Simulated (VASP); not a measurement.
# Rb (Fd-3m) in VASP: single point with LDA

Aim: the single point of Rb with LDA.

All numbers are computed with VASP 6.6.1; they aren't measurements. Logs are shortened: lines on timing, memory, paths and dates and some standing lists are left out, and cuts for length are marked.

## 1. The cell of the first run

Symmetry: Fd-3m, No. 227, cubic system. The conventional cell has a = 9.846 Å, b = 9.846 Å, c = 9.846 Å, α = 90.00°, β = 90.00°, γ = 90.00°. Within 5.6 Å of Rb (site symmetry -43m) lie 4 Rb at 4.26 Å.

This isn't the form of Rb at room conditions, which is bcc.

## 2. Single point, LDA

INCAR

```
SYSTEM = Rb
  PREC = Accurate
  ENCUT = 520
  EDIFF = 1E-7
  ISMEAR = -1
  SIGMA = 0.13605693000000002
  LREAL = .False.
  LASPH = .True.
  NELM = 80
  ALGO = Normal
  ISIF = 2
  LWAVE = .False.
  LCHARG = .False.
  GGA = CA
  NBANDS = 16
```

KPOINTS

```
regular mesh
0
Gamma
  8 8 8
  0 0 0
```

POSCAR

```
Rb
1.0
    0.0000000000      4.9230484336      4.9230484336
    4.9230484336      0.0000000000      4.9230484336
    4.9230484336      4.9230484336      0.0000000000
Rb
2
Direct
    0.0000000000      0.0000000000      0.0000000000
    0.2500000000      0.2500000000      0.2500000000
```

Potentials or basis: VASP PAW LDA potentials, release 64 (Rb_sv).

The run is started by

```
$ cat potpaw_LDA.64/Rb_sv/POTCAR > POTCAR
$ mpirun -np 1 vasp_std > vasp.out
```

OUTCAR:

```text
SYSTEM = Rb
   PREC = Accurate
   ENCUT = 520
   EDIFF = 1E-7
   ISMEAR = -1
   LREAL = .False.
   LASPH = .True.
   NELM = 80
   ISIF = 2
   GGA = CA

 ion  position               nearest neighbor table
   1  0.000  0.000  0.000-   2 4.26   2 4.26   2 4.26   2 4.26
   2  0.250  0.250  0.250-   1 4.26   1 4.26   1 4.26   1 4.26

  LATTYP: Found a face centered cubic cell.
 ALAT       =     9.8460968672

  Lattice vectors:

 A1 = (   0.0000000000,   4.9230484336,   4.9230484336)
 A2 = (   4.9230484336,   0.0000000000,   4.9230484336)
 A3 = (   4.9230484336,   4.9230484336,   0.0000000000)

Analysis of symmetry for initial positions (statically):
=====================================================================
 Subroutine PRICEL returns:
 Original cell was already a primitive cell.

 Routine SETGRP: Setting up the symmetry group for a
 face centered cubic supercell.

 Subroutine GETGRP returns: Found 48 space group operations
 (whereof 24 operations were pure point group operations)
 out of a pool of 48 trial point group operations.

The static configuration has the point symmetry T_d .
 The point group associated with its full space group is O_h .

Analysis of symmetry for dynamics (positions and initial velocities):
=====================================================================
 Subroutine PRICEL returns:
 Original cell was already a primitive cell.

 Routine SETGRP: Setting up the symmetry group for a
 face centered cubic supercell.

 Subroutine GETGRP returns: Found 48 space group operations
 (whereof 24 operations were pure point group operations)
 out of a pool of 48 trial point group operations.

The dynamic configuration has the point symmetry T_d .
 The point group associated with its full space group is O_h .

 Subroutine INISYM returns: Found 48 space group operations
 (whereof 24 operations are pure point group operations),
 and found     1 'primitive' translations

----------------------------------------------------------------------------------------

                                     Primitive cell

  volume of cell :     238.6340

  direct lattice vectors                    reciprocal lattice vectors
     0.000000000  4.923048434  4.923048434    -0.101563088  0.101563088  0.101563088
     4.923048434  0.000000000  4.923048434     0.101563088 -0.101563088  0.101563088
[... 78 lines left out ...]
   ICHARG =      2    charge: 1-file 2-atom 10-const
   ISPIN  =      1    spin polarized calculation?
   LNONCOLLINEAR =      F non collinear calculations
   LSORBIT =      F    spin-orbit coupling
   LASPH  =      T    aspherical Exc in radial PAW
   ENCUT  =  520.0 eV  38.22 Ry    6.18 a.u.  12.95 12.95 12.95*2*pi/ulx,y,z
   NELM   =     80;   NELMIN=  2; NELMDL= -5     # of ELM steps
   EDIFF  = 0.1E-06   stopping-criterion for ELM
   LREAL  =      F    real-space projection
   EDIFFG = 0.1E-05   stopping-criterion for IOM
   NSW    =      0    number of steps for IOM
   IBRION =     -1    ionic relax: 0-MD 1-quasi-New 2-CG
   NFREE  =      0    steps in history (QN), initial steepest desc. (CG)
   ISIF   =      2    stress and relaxation
   ISYM   =      2    0-nonsym 1-usesym 2-fastsym
   POTIM  = 0.5000    time-step for ionic-motion
   TEBEG  =    0.0;   TEEND  =   0.0 temperature during run
   PSTRESS=    0.0 pullay stress
   NELECT =      18.0000    total number of electrons
   NUPDOWN=      -1.0000    fix difference up-down
   EMIN   =  10.00;   EMAX   =-10.00  energy-range for DOS
   EFERMI =   0.00;   METHOD = LEGACY
   ISMEAR =    -1;   SIGMA  =   0.14  broadening in eV -4-tet -1-fermi 0-gaus
   EFERMI_NEDOS =   21; number of points for ismear=-14 and -15
   IALGO  =     38    algorithm
   IMIX   =      4    mixing-type and parameters
     AMIX     =   0.40;   BMIX     =  1.00
     AMIX_MAG =   1.60;   BMIX_MAG =  1.00
  volume/ion in A,a.u.               =     119.32       805.19
  Fermi-wavevector in a.u.,A,eV,Ry     =   0.691706  1.307135  6.509806  0.478457
  Thomas-Fermi vector in A             =   1.773433
   LORBIT       =      0    0 simple, 1 ext, 2 COOP (PROOUT), +10 PAW based schemes
   GGA     = CA    functional components
   LHFCALC =     F    Hartree Fock is set to
   AEXX    =    0.0000 exact exchange contribution
   IVDW    =     0    specifies the selected vdW correction
   LEPSILON=     F    determine dielectric tensor
   LRPA    =     F    only Hartree local field effects (RPA)
 non-spin polarized calculation
  energy-cutoff  :      520.00
  volume of cell :      238.63
 maximum number of plane-waves:      6459
 NGX is ok and might be reduce to    54
   NGX = 25   NGY = 25   NGZ = 25

 number of electron      18.0000000 magnetization

 Free energy of the ion-electron system (eV)
  ---------------------------------------------------
  ext. energy  EPLUGINS =         0.00000000
  ---------------------------------------------------
  free energy    TOTEN  =        -1.60724914 eV

  energy without entropy =       -1.51256120  energy(sigma->0) =       -1.55990517

 E-fermi :  -0.6495     XC(G=0):  -4.9185

 val. band max:       -0.6894885561   @ k =  -0.3750   0.3750   0.0000
 cond. band min:      -0.6289549103   @ k =   0.5000   0.0000   0.0000
 fundamental gap:      0.0605336458
 Fermi energy:        -0.6495200454

 k-point     1 :       0.0000    0.0000    0.0000
  band No.  band energies     occupation
      1     -29.8238      2.00000
      2     -29.7986      2.00000
      3     -14.0234      2.00000
      4     -14.0234      2.00000
      5     -14.0234      2.00000
      6     -13.8965      2.00000
[... 433 lines left out ...]
      3     -14.0500      2.00000
      4     -14.0425      2.00000
      5     -13.9965      2.00000
      6     -13.9263      2.00000
[... 8 lines left out ...]
     15       1.9431      0.00000
     16       2.2341      0.00000

 [... further k-points ...]
[... 5 lines left out ...]
  --------------------------------------------------------------------------------------
  -------------------------------------------------------------------------------------
  Total       -0.0092628     -0.0092628     -0.0092628      0.0000000      0.0000000      0.0000000
  in kB       -0.0621900     -0.0621900     -0.0621900      0.0000000      0.0000000      0.0000000
  external PRESSURE =      -0.0621900 kB  Pullay stress =       0.0000000 kB

 VOLUME and BASIS-vectors are now :
 -----------------------------------------------------------------------------
  energy-cutoff  :      520.00
  volume of cell :      238.63
      direct lattice vectors                 reciprocal lattice vectors
     0.000000000  4.923048434  4.923048434    -0.101563088  0.101563088  0.101563088
     4.923048434  0.000000000  4.923048434     0.101563088 -0.101563088  0.101563088
     4.923048434  4.923048434  0.000000000     0.101563088  0.101563088 -0.101563088

 POSITION                                       TOTAL-FORCE (eV/Angst)
 -----------------------------------------------------------------------------------
      0.00000      0.00000      0.00000         0.000000      0.000000     -0.000000
      2.46152      2.46152      2.46152        -0.000000      0.000000      0.000000
 -----------------------------------------------------------------------------------
    total drift:                                0.000000      0.000000     -0.000000

  FREE ENERGIE OF THE ION-ELECTRON SYSTEM (eV)
  ---------------------------------------------------
  free  energy   TOTEN  =        -1.6072491418 eV

  energy  without entropy=       -1.5125612034  energy(sigma->0) =       -1.55990517
```

Run time: 3.8 min. Hardware: 1 thread of AMD EPYC 7R13, shared host; peak memory 0.3 GiB.

Results:

| Property | Result |
| --- | --- |
| Free energy | -1.6072 eV |
| Pressure | 0.0 GPa |
| Band gap on the k mesh | zero (bands 9 and 10 overlap by 0.17 eV) |

Levels at points of the mesh, in eV from the Fermi level:
```csv
k point,band 5,band 6,band 7,band 8,band 9,band 10,band 11,band 12,band 13,band 14
"(0.00, 0.00, 0.00)",-13.37,-13.25,-13.25,-13.25,-1.69,2.11,2.11,2.11,2.21,2.21
"(0.50, 0.00, 0.00)",-13.37,-13.25,-13.23,-13.23,-0.67,0.02,1.79,1.79,2.03,2.44
"(0.50, 0.50, 0.00)",-13.31,-13.31,-13.22,-13.22,0.04,0.04,1.09,1.09,1.84,1.84
```

The gap in the log of VASP goes by the Fermi energy; the results here count the filled bands.